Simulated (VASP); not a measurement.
# SiC (P6_3mc) in VASP: notebook

The runs below take SiC through single point, with PBE.

All numbers are computed with VASP 6.6.1; they aren't measurements. Logs are shortened: lines on timing, memory, paths and dates and some standing lists are left out, and cuts for length are marked.

**1. The cell of the first run**

The structure is hexagonal, space group P6_3mc (No. 186). Conventional cell: a = 3.094 Å, b = 3.094 Å, c = 10.129 Å, α = 90.00°, β = 90.00°, γ = 120.00°. Si (site symmetry 3m) has 4 C at 1.87 to 1.98 Å within 2.5 Å. Si (site symmetry 3m) has 4 C at 1.87 to 1.97 Å within 2.5 Å. C (site symmetry 3m) has 4 Si at 1.87 to 1.98 Å within 2.5 Å. C (site symmetry 3m) has 4 Si at 1.87 to 1.97 Å within 2.5 Å.

**2. Single point, PBE (all C atoms moved -0.075 Å, as atom 5 along Cartesian [0 0 1])**

File INCAR:

```
  PREC = Accurate
  ENCUT = 520
  EDIFF = 1E-6
  ISMEAR = 0
  SIGMA = 0.05
  LREAL = F
  LASPH = T
  NELM = 80
  ALGO = Normal
  ISIF = 2
  LWAVE = F
  LCHARG = F
  GGA = PE
  NBANDS = 26
```

File KPOINTS:

```
regular mesh
0
Gamma
  12 12 4
```

File POSCAR:

```
SiC
1.0
    3.0941201807      0.0000000000      0.0000000000
   -1.5470600903      2.6795866789      0.0000000000
    0.0000000000      0.0000000000     10.1293391985
Si C
4 4
Direct
    0.6666666667      0.3333333333      0.9378441878
    0.3333333333      0.6666666667      0.4378441878
    0.0000000000      0.0000000000      0.6878995565
    0.0000000000      0.0000000000      0.1878995565
    0.6666666667      0.3333333333      0.7424032117
    0.3333333333      0.6666666667      0.2424032117
    0.0000000000      0.0000000000      0.4930435756
    0.0000000000      0.0000000000     -0.0069564244
```

Potentials or basis: VASP PAW PBE potentials, release 64 (Si, C).

Run with:

```sh
cat potpaw_PBE.64/Si/POTCAR potpaw_PBE.64/C/POTCAR > POTCAR
mpirun -np 1 vasp_std > vasp.out
```

OUTCAR:

```text
PREC = Accurate
   ENCUT = 520
   EDIFF = 1E-6
   ISMEAR = 0
   LREAL = F
   LASPH = T
   NELM = 80
   ISIF = 2
   GGA = PE

 ion  position               nearest neighbor table
   1  0.667  0.333  0.938-   8 1.87   8 1.87   8 1.87   5 1.98   3 3.10   3 3.10   3 3.10   4 3.10
                             4 3.10   4 3.10
   2  0.333  0.667  0.438-   7 1.87   7 1.87   7 1.87   6 1.98   4 3.10   4 3.10   4 3.10   3 3.10
                             3 3.10   3 3.10
   3  0.000  0.000  0.688-   5 1.87   5 1.87   5 1.87   7 1.97   1 3.10   1 3.10   1 3.10   2 3.10
                             2 3.10   2 3.10
   4  0.000  0.000  0.188-   6 1.87   6 1.87   6 1.87   8 1.97   2 3.10   2 3.10   2 3.10   1 3.10
                             1 3.10   1 3.10
   5  0.667  0.333  0.742-   3 1.87   3 1.87   3 1.87   1 1.98
   6  0.333  0.667  0.242-   4 1.87   4 1.87   4 1.87   2 1.98
   7  0.000  0.000  0.493-   2 1.87   2 1.87   2 1.87   3 1.97
   8  0.000  0.000  0.993-   1 1.87   1 1.87   1 1.87   4 1.97

  LATTYP: Found a hexagonal cell.
 ALAT       =     3.0941201807
 C/A-ratio  =     3.2737381249

  Lattice vectors:

 A1 = (   3.0941201807,   0.0000000000,   0.0000000000)
 A2 = (  -1.5470600903,   2.6795866789,   0.0000000000)
 A3 = (   0.0000000000,   0.0000000000,  10.1293391985)

Analysis of symmetry for initial positions (statically):
=====================================================================
 Subroutine PRICEL returns:
 Original cell was already a primitive cell.

 Routine SETGRP: Setting up the symmetry group for a
 hexagonal supercell.

 Subroutine GETGRP returns: Found 12 space group operations
 (whereof  6 operations were pure point group operations)
 out of a pool of 24 trial point group operations.

The static configuration has the point symmetry C_3v.
 The point group associated with its full space group is C_6v.

Analysis of symmetry for dynamics (positions and initial velocities):
=====================================================================
 Subroutine PRICEL returns:
 Original cell was already a primitive cell.

 Routine SETGRP: Setting up the symmetry group for a
 hexagonal supercell.

 Subroutine GETGRP returns: Found 12 space group operations
 (whereof  6 operations were pure point group operations)
 out of a pool of 24 trial point group operations.

The dynamic configuration has the point symmetry C_3v.
 The point group associated with its full space group is C_6v.

 Subroutine INISYM returns: Found 12 space group operations
 (whereof  6 operations are pure point group operations),
 and found     1 'primitive' translations

----------------------------------------------------------------------------------------

                                     Primitive cell

  volume of cell :      83.9820

  direct lattice vectors                    reciprocal lattice vectors
     3.094120181  0.000000000  0.000000000     0.323193652  0.186595942  0.000000000
    -1.547060090  2.679586679  0.000000000     0.000000000  0.373191884  0.000000000
     0.000000000  0.000000000 10.129339199     0.000000000  0.000000000  0.098723123

  length of vectors
     3.094120181  3.094120181 10.129339199     0.373191884  0.373191884  0.098723123

  position of ions in fractional coordinates (direct lattice)
     0.666666667  0.333333333  0.937844188
     0.333333333  0.666666667  0.437844188
     0.000000000  0.000000000  0.687899556
     0.000000000  0.000000000  0.187899556
     0.666666667  0.333333333  0.742403212
     0.333333333  0.666666667  0.242403212
     0.000000000  0.000000000  0.493043576
     0.000000000  0.000000000  0.993043576

  ion indices of the primitive-cell ions
   primitive index   ion index
                 1           1
                 2           2
                 3           3
                 4           4
                 5           5
                 6           6
                 7           7
                 8           8

----------------------------------------------------------------------------------------

 KPOINTS: regular mesh

Automatic generation of k-mesh.
 Grid dimensions read from file:
 generate k-points for:   12   12    4

 Generating k-lattice:

  Cartesian coordinates                     Fractional coordinates (reciprocal lattice)
     0.026932804  0.015549662  0.000000000     0.083333333  0.000000000  0.000000000
     0.000000000  0.031099324  0.000000000     0.000000000  0.083333333  0.000000000
     0.000000000  0.000000000  0.024680781     0.000000000  0.000000000  0.250000000

  Length of vectors
     0.031099324  0.031099324  0.024680781

  Shift w.r.t. Gamma in fractional coordinates (k-lattice)
     0.000000000  0.000000000  0.000000000

 Subroutine IBZKPT returns following result:
 ===========================================

 Found     57 irreducible k-points:

 Following reciprocal coordinates:
            Coordinates               Weight
  0.000000  0.000000  0.000000      1.000000
  0.083333  0.000000  0.000000      6.000000
  0.166667  0.000000  0.000000      6.000000
  0.250000  0.000000  0.000000      6.000000
  0.333333  0.000000  0.000000      6.000000
  0.416667  0.000000  0.000000      6.000000
[... 16 lines left out ...]
  0.250000  0.000000  0.250000     12.000000
  0.333333  0.000000  0.250000     12.000000
 [... further k-points ...]
   k-points           NKPTS =     57   k-points in BZ     NKDIM =     57   number of bands    NBANDS=     26
   number of dos      NEDOS =    301   number of ions     NIONS =      8
   total plane-waves  NPLWV =  46080
   dimension x,y,z NGX =    24 NGY =   24 NGZ =   80
   dimension x,y,z NGXF=    48 NGYF=   48 NGZF=  160
   ions per type =               4   4
   NGX,Y,Z   is equivalent  to a cutoff of  12.90, 12.90, 13.13 a.u.
   NGXF,Y,Z  is equivalent  to a cutoff of  25.79, 25.79, 26.26 a.u.
 SYSTEM =  unknown system
   PREC   = accura    normal or accurate (medium, high low for compatibility)
   ISTART =      0    job   : 0-new  1-cont  2-samecut
   ICHARG =      2    charge: 1-file 2-atom 10-const
   ISPIN  =      1    spin polarized calculation?
   LNONCOLLINEAR =      F non collinear calculations
   LSORBIT =      F    spin-orbit coupling
   LASPH  =      T    aspherical Exc in radial PAW
   ENCUT  =  520.0 eV  38.22 Ry    6.18 a.u.   5.75  5.75 18.83*2*pi/ulx,y,z
   NELM   =     80;   NELMIN=  2; NELMDL= -5     # of ELM steps
   EDIFF  = 0.1E-05   stopping-criterion for ELM
   LREAL  =      F    real-space projection
   EDIFFG = 0.1E-04   stopping-criterion for IOM
   NSW    =      0    number of steps for IOM
   IBRION =     -1    ionic relax: 0-MD 1-quasi-New 2-CG
   NFREE  =      0    steps in history (QN), initial steepest desc. (CG)
   ISIF   =      2    stress and relaxation
   ISYM   =      2    0-nonsym 1-usesym 2-fastsym
   POTIM  = 0.5000    time-step for ionic-motion
   TEBEG  =    0.0;   TEEND  =   0.0 temperature during run
   PSTRESS=    0.0 pullay stress
   NELECT =      32.0000    total number of electrons
   NUPDOWN=      -1.0000    fix difference up-down
   EMIN   =  10.00;   EMAX   =-10.00  energy-range for DOS
   EFERMI =   0.00;   METHOD = LEGACY
   ISMEAR =     0;   SIGMA  =   0.05  broadening in eV -4-tet -1-fermi 0-gaus
   EFERMI_NEDOS =   21; number of points for ismear=-14 and -15
   IALGO  =     38    algorithm
   IMIX   =      4    mixing-type and parameters
     AMIX     =   0.40;   BMIX     =  1.00
     AMIX_MAG =   1.60;   BMIX_MAG =  1.00
  volume/ion in A,a.u.               =      10.50        70.84
  Fermi-wavevector in a.u.,A,eV,Ry     =   1.186851  2.242823 19.165368  1.408615
  Thomas-Fermi vector in A             =   2.323015
   LORBIT       =      0    0 simple, 1 ext, 2 COOP (PROOUT), +10 PAW based schemes
   GGA     = PE    functional components
   LHFCALC =     F    Hartree Fock is set to
   AEXX    =    0.0000 exact exchange contribution
   IVDW    =     0    specifies the selected vdW correction
   LEPSILON=     F    determine dielectric tensor
   LRPA    =     F    only Hartree local field effects (RPA)
 non-spin polarized calculation
 Gauss-broadening in eV      SIGMA  =   0.05
  energy-cutoff  :      520.00
  volume of cell :       83.98
 maximum number of plane-waves:      2280
 NGX is ok and might be reduce to    24
   NGX = 11   NGY = 11   NGZ = 37

 number of electron      32.0000001 magnetization

 Free energy of the ion-electron system (eV)
  ---------------------------------------------------
  ext. energy  EPLUGINS =         0.00000000
  ---------------------------------------------------
  free energy    TOTEN  =       -60.06752688 eV

  energy without entropy =      -60.06752688  energy(sigma->0) =      -60.06752688

 E-fermi :   8.5901     XC(G=0): -11.2887

 val. band max:        8.3625752434   @ k =   0.0000   0.0000   0.0000
 cond. band min:      10.2691169403   @ k =   0.5000   0.0000   0.0000
 fundamental gap:      1.9065416969
 Fermi energy:         8.5900693879

 k-point     1 :       0.0000    0.0000    0.0000
  band No.  band energies     occupation
      1      -7.3622      2.00000
      2      -6.2170      2.00000
      3      -6.1702      2.00000
      4      -3.9562      2.00000
      5      -0.2633      2.00000
      6       3.8636      2.00000
[... 18 lines left out ...]
     25      15.1975      0.00000
     26      15.8436      0.00000

 k-point     2 :       0.0833    0.0000    0.0000
  band No.  band energies     occupation
      1      -7.2427      2.00000
      2      -6.1014      2.00000
      3      -6.0539      2.00000
      4      -3.8542      2.00000
      5      -0.1527      2.00000
      6       3.9011      2.00000
[... 18 lines left out ...]
     25      15.3288      0.00000
[... 608 lines left out ...]
     25      16.6486      0.00000
     26      16.9372      0.00000

 k-point    24 :       0.3333    0.0000    0.2500
  band No.  band energies     occupation
      1      -5.4542      2.00000
      2      -4.9061      2.00000
      3      -3.8954      2.00000
      4      -2.8049      2.00000
      5       0.8603      2.00000
      6       1.3081      2.00000
[... 18 lines left out ...]
     25      16.6151      0.00000
     26      17.4732      0.00000

 [... further k-points ...]

------------------------ aborting loop because EDIFF is reached ----------------------------------------

  FORCE on cell =-STRESS in cart. coord.  units (eV):
  Direction    XX          YY          ZZ          XY          YZ          ZX
  --------------------------------------------------------------------------------------
  -------------------------------------------------------------------------------------
  Total        1.3680856      1.3680856     -1.9059129      0.0000000      0.0000000      0.0000000
  in kB       26.0998349     26.0998349    -36.3603066      0.0000000      0.0000000      0.0000000
  external PRESSURE =       5.2797878 kB  Pullay stress =       0.0000000 kB

 VOLUME and BASIS-vectors are now :
 -----------------------------------------------------------------------------
  energy-cutoff  :      520.00
  volume of cell :       83.98
      direct lattice vectors                 reciprocal lattice vectors
     3.094120181  0.000000000  0.000000000     0.323193652  0.186595942  0.000000000
    -1.547060090  2.679586679  0.000000000     0.000000000  0.373191884  0.000000000
     0.000000000  0.000000000 10.129339199     0.000000000  0.000000000  0.098723123

 POSITION                                       TOTAL-FORCE (eV/Angst)
 -----------------------------------------------------------------------------------
      1.54706      0.89320      9.49974        -0.000000      0.000000     -1.166953
     -0.00000      1.78639      4.43507         0.000000     -0.000000     -1.166953
      0.00000      0.00000      6.96797        -0.000000      0.000000     -1.120797
      0.00000      0.00000      1.90330         0.000000     -0.000000     -1.120797
      1.54706      0.89320      7.52005         0.000000     -0.000000      1.135255
     -0.00000      1.78639      2.45538         0.000000      0.000000      1.135255
      0.00000      0.00000      4.99421        -0.000000      0.000000      1.152494
      0.00000      0.00000     10.05888        -0.000000     -0.000000      1.152494
 -----------------------------------------------------------------------------------
    total drift:                               -0.000000     -0.000000     -0.000969

  FREE ENERGIE OF THE ION-ELECTRON SYSTEM (eV)
  ---------------------------------------------------
  free  energy   TOTEN  =       -60.0675268759 eV

  energy  without entropy=      -60.0675268759  energy(sigma->0) =      -60.06752688
```

Wall time 54 s (1 thread of Intel Xeon 6975P-C (Granite Rapids), shared host); peak memory 0.24 GiB.

Results:

* Free energy: -60.0675 eV
* Pressure: 0.5 GPa
* Largest force: 1.167 eV/Å
* Band gap on the k mesh: 1.91 eV (least direct gap 3.55 eV)

Forces on the atoms (eV/Å):
```
Si   0.000  0.000 -1.167
Si   0.000  0.000 -1.167
Si   0.000  0.000 -1.121
Si   0.000  0.000 -1.121
C    0.000  0.000  1.135
C    0.000  0.000  1.135
C    0.000  0.000  1.152
C    0.000  0.000  1.152
```

Stress tensor (GPa, compression positive):
```
 2.61  0.00  0.00
 0.00  2.61  0.00
 0.00  0.00 -3.64
```

Caveat: the cell differs from its parent crystal (all C atoms moved -0.075 Å, as atom 5 along Cartesian [0 0 1]); forces of over 1 eV/Å act on the atoms, so gaps and moduli don't describe the material at rest.

[end of part 1 of 2]
